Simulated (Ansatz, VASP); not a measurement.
# One calculation of Ti5C, two programs

```
Ti C
1.0
     0.00000    3.56221    3.56221
     3.56221    0.00000    3.56221
     3.56221    3.56221    0.00000
Ti C
5 1
Direct
  0.60216 0.60216 0.60216
  0.60216 0.60216 0.19353
  0.60216 0.19353 0.60216
  0.19353 0.60216 0.60216
  0.25000 0.25000 0.25000
  0.00000 0.00000 0.00000
```

Alike in both runs: task single point; functional PBE; k mesh 4 × 4 × 4; occupations gaussian, width 0.1 eV; no spin polarisation.

```csv
,VASP,Ansatz
version,VASP 6.6.1,Ansatz 0.2.0
potentials or method,"VASP PAW PBE potentials, release 64 (Ti_sv, C), cutoff 520 eV","scalar-relativistic, plane waves, PAW"
valence electrons in the cell,64,64
```

Ansatz gave:

| Quantity | Value |
| --- | --- |
| gap on the k mesh at the Fermi level (eV) | none |
| pressure (GPa) | 19.3 |
| rms of the force components (eV/Å) | 4.881 |

Question: What did VASP give for the same quantities?

Answer: gap on the k mesh at the Fermi level (eV): none; pressure (GPa): 21.4; rms of the force components (eV/Å): 5.253.

Atom by atom the forces differ by 0.372 eV/Å (rms over components). A gap of «none» marks a metal or a gap that the smearing closes. The functional is the same, so the differences come from potentials, cutoffs and numerics.

The k mesh is coarse, so the values compare programs but aren't converged.
